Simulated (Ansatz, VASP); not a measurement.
# Two plane-wave programs on Al2O3

```xyz
10
Lattice="2.3960 1.3833 4.3606 -2.3960 1.3833 4.3606 0.0000 -2.7667 4.3606" Properties=species:S:1:pos:R:3 pbc="T T T"
Al    0.0000    0.0000    4.6058
Al    0.0000    0.0000    1.9350
Al    0.0000    0.0000    8.4758
Al    0.0000    0.0000   11.1467
O    -0.9274    1.3833    7.6310
O    -0.7343   -1.4949    7.6310
O     1.6617    0.1115    7.6310
O     0.9274   -1.3833    5.4507
O     0.7343    1.4949    5.4507
O    -1.6617   -0.1115    5.4507
```

Change from the starting cell: volume scaled by 1.02, ions relaxed.

Alike in both runs: functional PBE; k mesh 8 × 8 × 8; occupations fermi-dirac, width 0.02 eV; no spin polarisation.

Ansatz relaxed the structure, and its values are those at the end. VASP's run is a single point on that final structure, the one shown.

```csv
,VASP,Ansatz
version,VASP 6.6.1,Ansatz 0.2.0
potentials or method,"VASP PAW PBE potentials, release 64 (Al, O)","plane-wave PAW, scalar-relativistic"
plane-wave cutoff (eV),600,420
valence electrons in the cell,48,48
```

|  | VASP | Ansatz | Ansatz less VASP |
| --- | --- | --- | --- |
| gap on the k mesh at the Fermi level (eV) | 5.97 | 5.97 | +0.002 |
| pressure (GPa) | 1.9 | 2.4 | +0.49 |
| rms of the force components (eV/Å) | 0.009 | 0.008 | -0.0011 |

Ansatz's warnings: stress scf threshold loose.
